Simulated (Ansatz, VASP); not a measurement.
# Cu: VASP beside Ansatz

```xyz
1
Lattice="0.0000 1.8148 1.8148 1.8148 0.0000 1.8148 1.8148 1.8148 0.0000" Properties=species:S:1:pos:R:3 pbc="T T T"
Cu    0.0000    0.0000    0.0000
```

Alike in both runs: functional PBE; k mesh 20 × 20 × 20; occupations fermi-dirac, width 0.05 eV; no spin polarisation.

Ansatz relaxed the structure, and its values are those at the end. VASP's run is a single point on that final structure, the one shown.

|  | VASP | Ansatz |
| --- | --- | --- |
| version | VASP 6.6.1 | Ansatz 0.2.0 |
| potentials or method | VASP PAW PBE potentials, release 64 (Cu) | PAW with Ansatz's default frozen-core files, scalar-relativistic |
| plane-wave cutoff (eV) | 520 | 420 |
| valence electrons in the cell | 11 | 19 |

VASP gave:

```
pressure (GPa) : 0.6
```

**Question.** What did Ansatz give for the same quantities?

**Answer.** Pressure (GPa): 0.0.

VASP's potentials hold 11 valence electrons a cell and Ansatz's 19, so a difference there can come from the potentials and not from the codes.
